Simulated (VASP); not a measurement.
Crystal: Te.

```
Te
1.0
     4.63249    0.00000    0.00000
    -2.31624    4.01185    0.00000
     0.00000    0.00000    5.88690
Te
3
Direct
  0.25359 0.00000 0.33333
  0.00000 0.25359 0.66667
  0.74641 0.74641 0.00000
```

Base run:

```yaml
Program: VASP 6.6.1
Functional: r2SCAN
Potentials_or_basis: VASP PAW PBE potentials, release 64 (Te)
Cutoff: 550 eV
k_mesh: 8 × 8 × 6
Occupations: gaussian, width 0.03 eV
Spin: no spin polarisation
```

Its results: band gap on the k mesh 0.78 eV; pressure 0.0 GPa; largest force 0.019 eV/Å.

Problem. The run is repeated on the same cell with these changes: occupations from gaussian, width 0.03 eV to fermi-dirac, width 0.6 eV. What comes out?

Solution. Band gap on the k mesh 0.78 eV (least direct gap 0.79 eV); pressure 1.7 GPa; largest force 0.473 eV/Å.

Caveats: the PAW data sets were made with another functional, which shifts forces and pressure a little; spin-orbit coupling is left out, which moves the levels of the heavy elements.

A k mesh can miss the band edges.
